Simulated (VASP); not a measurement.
# CoSi2 (Fm-3m) in VASP: single point with PBEsol

Aim: the single point of CoSi2 with PBEsol.

All numbers are computed with VASP 6.6.1; they aren't measurements. Logs are shortened: lines on timing, memory, paths and dates and some standing lists are left out, and cuts for length are marked.

### 1 The cell of the first run

Symmetry: Fm-3m, No. 225, cubic system. Conventional cell: a = 5.356 Å, b = 5.356 Å, c = 5.356 Å, α = 90.00°, β = 90.00°, γ = 90.00°. Co (site symmetry m-3m) has 8 Si at 2.32 Å within 3.1 Å. Within 3.1 Å of Si (site symmetry -43m) lie 4 Co at 2.32 Å and 6 Si at 2.68 Å.

### 2 Single point, PBEsol, collinear spin, ferromagnetic start

Contents of INCAR:

```
PREC = Accurate
ENCUT = 520
EDIFF = 1E-6
ISMEAR = 0
SIGMA = 0.05
LREAL = False
LASPH = True
NELM = 150
ALGO = Normal
ISIF = 2
LWAVE = False
LCHARG = False
ISPIN = 2
MAGMOM = 3 0 0
LORBIT = 11
LMAXMIX = 4
GGA = PS
NBANDS = 20
```

Contents of KPOINTS:

```
Automatic mesh
0
Gamma
  12 12 12
```

Contents of POSCAR:

```
CoSi2
1.0
    0.0000000000      2.6780000000      2.6780000000
    2.6780000000      0.0000000000      2.6780000000
    2.6780000000      2.6780000000      0.0000000000
Co Si
1 2
Direct
    0.0000000000      0.0000000000      0.0000000000
    0.2500000000      0.2500000000      0.2500000000
    0.7500000000      0.7500000000      0.7500000000
```

Potentials or basis: VASP PAW PBE potentials, release 64 (Co, Si).

Run with:

```console
$ cat potpaw_PBE.64/Co/POTCAR potpaw_PBE.64/Si/POTCAR > POTCAR
$ mpirun -np 1 vasp_std > vasp.out
```

OUTCAR:

```text
PREC = Accurate
   ENCUT = 520
   EDIFF = 1E-6
   ISMEAR = 0
   LREAL = False
   LASPH = True
   NELM = 150
   ISIF = 2
   ISPIN = 2
   LORBIT = 11
   GGA = PS

 ion  position               nearest neighbor table
   1  0.000  0.000  0.000-   3 2.32   2 2.32   3 2.32   2 2.32   3 2.32   3 2.32   2 2.32   2 2.32

   2  0.250  0.250  0.250-   1 2.32   1 2.32   1 2.32   1 2.32   3 2.68   3 2.68   3 2.68   3 2.68
                             3 2.68   3 2.68
   3  0.750  0.750  0.750-   1 2.32   1 2.32   1 2.32   1 2.32   2 2.68   2 2.68   2 2.68   2 2.68
                             2 2.68   2 2.68

  LATTYP: Found a face centered cubic cell.
 ALAT       =     5.3560000000

  Lattice vectors:

 A1 = (   0.0000000000,   2.6780000000,   2.6780000000)
 A2 = (   2.6780000000,   0.0000000000,   2.6780000000)
 A3 = (   2.6780000000,   2.6780000000,   0.0000000000)

Analysis of symmetry for initial positions (statically):
=====================================================================
 Subroutine PRICEL returns:
 Original cell was already a primitive cell.

 Routine SETGRP: Setting up the symmetry group for a
 face centered cubic supercell.

 Subroutine GETGRP returns: Found 48 space group operations
 (whereof 48 operations were pure point group operations)
 out of a pool of 48 trial point group operations.

The static configuration has the point symmetry O_h .

Analysis of symmetry for dynamics (positions and initial velocities):
=====================================================================
 Subroutine PRICEL returns:
 Original cell was already a primitive cell.

 Routine SETGRP: Setting up the symmetry group for a
 face centered cubic supercell.

 Subroutine GETGRP returns: Found 48 space group operations
 (whereof 48 operations were pure point group operations)
 out of a pool of 48 trial point group operations.

The dynamic configuration has the point symmetry O_h .

Analysis of structural, dynamic, and magnetic symmetry:
=====================================================================
 Subroutine PRICEL returns:
 Original cell was already a primitive cell.

 Routine SETGRP: Setting up the symmetry group for a
 face centered cubic supercell.

 Subroutine GETGRP returns: Found 48 space group operations
 (whereof 48 operations were pure point group operations)
 out of a pool of 48 trial point group operations.

The overall configuration has the point symmetry O_h .

[... 118 lines left out ...]
   IMIX   =      4    mixing-type and parameters
     AMIX     =   0.40;   BMIX     =  1.00
     AMIX_MAG =   1.60;   BMIX_MAG =  1.00
  volume/ion in A,a.u.               =      12.80        86.40
  Fermi-wavevector in a.u.,A,eV,Ry     =   1.247586  2.357596 21.177078  1.556471
  Thomas-Fermi vector in A             =   2.381712
   LORBIT       =     11    0 simple, 1 ext, 2 COOP (PROOUT), +10 PAW based schemes
   GGA     = PS    functional components
   LHFCALC =     F    Hartree Fock is set to
   AEXX    =    0.0000 exact exchange contribution
   IVDW    =     0    specifies the selected vdW correction
   LEPSILON=     F    determine dielectric tensor
   LRPA    =     F    only Hartree local field effects (RPA)
 spin polarized calculation
 Gauss-broadening in eV      SIGMA  =   0.05
  energy-cutoff  :      520.00
  volume of cell :       38.41
 maximum number of plane-waves:      1056
   NGX = 15   NGY = 15   NGZ = 15

 number of electron      16.9999995 magnetization       0.0020971

 number of electron      16.9999995 magnetization      -0.0000348

 Free energy of the ion-electron system (eV)
  ---------------------------------------------------
  ext. energy  EPLUGINS =         0.00000000
  ---------------------------------------------------
  free energy    TOTEN  =       -20.97070772 eV

  energy without entropy =      -20.96937234  energy(sigma->0) =      -20.97004003

 E-fermi :   9.9813     XC(G=0): -11.8559

 val. band max:        9.9652144170   @ k =   0.4167   0.2500   0.0833
 cond. band min:      10.0065628259   @ k =   0.4167   0.0833   0.0000
 fundamental gap:      0.0413484089
 Fermi energy:         9.9812799190

 spin component 1

 k-point     1 :       0.0000    0.0000    0.0000
  band No.  band energies     occupation
      1      -3.1224      1.00000
      2       5.9148      1.00000
      3       5.9148      1.00000
      4       5.9148      1.00000
      5       8.0903      1.00000
      6       8.0903      1.00000
[... 541 lines left out ...]
     19      24.6714      0.00000
     20      25.1020      0.00000

 [... further k-points ...]

 spin component 2

 k-point     1 :       0.0000    0.0000    0.0000
  band No.  band energies     occupation
      1      -3.1225      1.00000
      2       5.9146      1.00000
      3       5.9146      1.00000
      4       5.9146      1.00000
      5       8.0901      1.00000
      6       8.0901      1.00000
[... 541 lines left out ...]
     19      24.6714      0.00000
     20      25.1019      0.00000

 [... further k-points ...]
[... 5 lines left out ...]
  --------------------------------------------------------------------------------------
  -------------------------------------------------------------------------------------
  Total       -1.0598287     -1.0598287     -1.0598287     -0.0000000     -0.0000000      0.0000000
  in kB      -44.2063403    -44.2063403    -44.2063403     -0.0000000     -0.0000000      0.0000000
  external PRESSURE =     -44.2063403 kB  Pullay stress =       0.0000000 kB

 VOLUME and BASIS-vectors are now :
 -----------------------------------------------------------------------------
  energy-cutoff  :      520.00
  volume of cell :       38.41
      direct lattice vectors                 reciprocal lattice vectors
     0.000000000  2.678000000  2.678000000    -0.186706497  0.186706497  0.186706497
     2.678000000  0.000000000  2.678000000     0.186706497 -0.186706497  0.186706497
     2.678000000  2.678000000  0.000000000     0.186706497  0.186706497 -0.186706497

 POSITION                                       TOTAL-FORCE (eV/Angst)
 -----------------------------------------------------------------------------------
      0.00000      0.00000      0.00000        -0.000000     -0.000000     -0.000000
      1.33900      1.33900      1.33900         0.000000      0.000000      0.000000
      4.01700      4.01700      4.01700        -0.000000     -0.000000     -0.000000
 -----------------------------------------------------------------------------------
    total drift:                               -0.000000     -0.000000      0.000000

  FREE ENERGIE OF THE ION-ELECTRON SYSTEM (eV)
  ---------------------------------------------------
  free  energy   TOTEN  =       -20.9707077206 eV

  energy  without entropy=      -20.9693723366  energy(sigma->0) =      -20.97004003

 total charge

# of ion       s       p       d       tot
------------------------------------------
    1        0.543   0.722   7.601   8.866
    2        0.717   0.871   0.000   1.587
    3        0.717   0.871   0.000   1.587
--------------------------------------------------
tot          1.977   2.463   7.601  12.041

 magnetization (x)

# of ion       s       p       d       tot
------------------------------------------
    1       -0.000  -0.000  -0.000  -0.000
    2       -0.000  -0.000   0.000  -0.000
    3       -0.000  -0.000   0.000  -0.000
--------------------------------------------------
tot         -0.000  -0.000  -0.000  -0.000
```

OSZICAR:

```text
N       E                     dE             d eps       ncg     rms          rms(c)
DAV:   1     0.660497109803E+02    0.66050E+02   -0.69995E+03  5800   0.847E+02
DAV:   2    -0.172029301732E+02   -0.83253E+02   -0.73252E+02  6096   0.185E+02
DAV:   3    -0.217321604919E+02   -0.45292E+01   -0.43871E+01  7004   0.456E+01
DAV:   4    -0.218047821085E+02   -0.72622E-01   -0.72479E-01  6768   0.524E+00
DAV:   5    -0.218068960009E+02   -0.21139E-02   -0.21136E-02  7300   0.945E-01    0.190E+01
DAV:   6    -0.278279486024E+02   -0.60211E+01   -0.20288E+01  6472   0.935E+01    0.211E+01
DAV:   7    -0.210078337214E+02    0.68201E+01   -0.10982E+01  7088   0.726E+01    0.360E+00
DAV:   8    -0.210101175609E+02   -0.22838E-02   -0.70215E-01  7184   0.547E+00    0.219E+00
DAV:   9    -0.209717587658E+02    0.38359E-01   -0.72539E-02  7268   0.376E+00    0.977E-01
DAV:  10    -0.209710890232E+02    0.66974E-03   -0.35064E-03  7692   0.490E-01    0.356E-01
DAV:  11    -0.209706563756E+02    0.43265E-03   -0.88385E-04  7528   0.410E-01    0.149E-01
DAV:  12    -0.209707074102E+02   -0.51035E-04   -0.20790E-04  7240   0.137E-01    0.629E-02
DAV:  13    -0.209707068292E+02    0.58101E-06   -0.22685E-05  7220   0.486E-02    0.166E-02
DAV:  14    -0.209707077206E+02   -0.89134E-06   -0.10640E-06  5688   0.810E-03
   1 F= -.20970708E+02 E0= -.20970040E+02  d E =-.133538E-02  mag=    -0.0001
```

It took 93 s on 1 thread of AMD EPYC 7R43 (Zen 3), shared host; peak memory 0.19 GiB.

What came out:

```yaml
Free_energy: -20.9707 eV
Pressure: -4.4 GPa
Net_moment: 0.00 μB per cell
Valence_electrons_inside_the_program's_atomic_spheres: Co 8.87; Si 1.59
```

Caveat: the starting moments collapsed, and a magnetic state may lie lower; the PAW data sets were made with another functional, which shifts forces and pressure a little.
